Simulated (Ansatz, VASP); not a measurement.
## One calculation of Yb, two programs

```
Yb
1.0
     0.00000    2.61516    2.61516
     2.61516    0.00000    2.61516
     2.61516    2.61516    0.00000
Yb
1
Direct
  0.00000 0.00000 0.00000
```

Alike in both runs: task single point; functional PBE; k mesh 8 × 8 × 8; occupations fermi-dirac, width 0.1 eV; no spin polarisation.

|  | VASP | Ansatz |
| --- | --- | --- |
| version | VASP 6.6.1 | Ansatz 0.2.0 |
| potentials or method | VASP PAW PBE potentials, release 64 (Yb), cutoff 520 eV | plane waves (420 eV) with PAW, scalar-relativistic |
| valence electrons in the cell | 24 | 24 |

Ansatz gave:

- pressure (GPa): 0.0

**Question.** What did VASP give for the same quantities?

**Answer.** Pressure (GPa): -1.2.

The functional is the same, so the differences come from potentials, cutoffs and numerics.

Neither program's run includes spin-orbit coupling.
